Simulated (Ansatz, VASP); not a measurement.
One calculation of MoH3, two programs

```xyz
4
Lattice="2.9167 0.0000 0.0000 0.0000 2.9167 0.0000 0.0000 0.0000 2.9167" Properties=species:S:1:pos:R:3 pbc="T T T"
H     0.0000    1.4583    1.4583
H     1.4583    0.0000    1.4583
H     1.4583    1.4583    0.0000
Mo    0.0000    0.0000    0.0000
```

Change from the starting cell: species swapped into the Gd3Ga type (Pm-3m, No. 221).

Alike in both runs: functional PBE; k mesh 16 × 16 × 16; occupations gaussian, width 0.1 eV; collinear spin.

Ansatz relaxed the structure, and its values are those at the end. VASP's run is a single point on that final structure, the one shown.

```csv
,VASP,Ansatz
version,VASP 6.6.1,Ansatz 0.2.0
potentials or method,"VASP PAW PBE potentials, release 64 (H, Mo_sv), cutoff 520 eV","scalar-relativistic, plane waves, PAW"
valence electrons in the cell,17,17
```

|  | VASP | Ansatz | Ansatz less VASP |
| --- | --- | --- | --- |
| gap on the k mesh at the Fermi level (eV) | none | none | - |
| pressure (GPa) | 0.0 | 0.0 | -0.05 |
| net moment per atom (μB) | 0.25 | 0.25 | +0.001 |
| size of the moment on the site where the two differ most (μB) | 0.92 | 0.57 | -0.342 |

Site moments also hang on the region over which each program counts them. A gap of «none» marks a metal or a gap that the smearing closes.
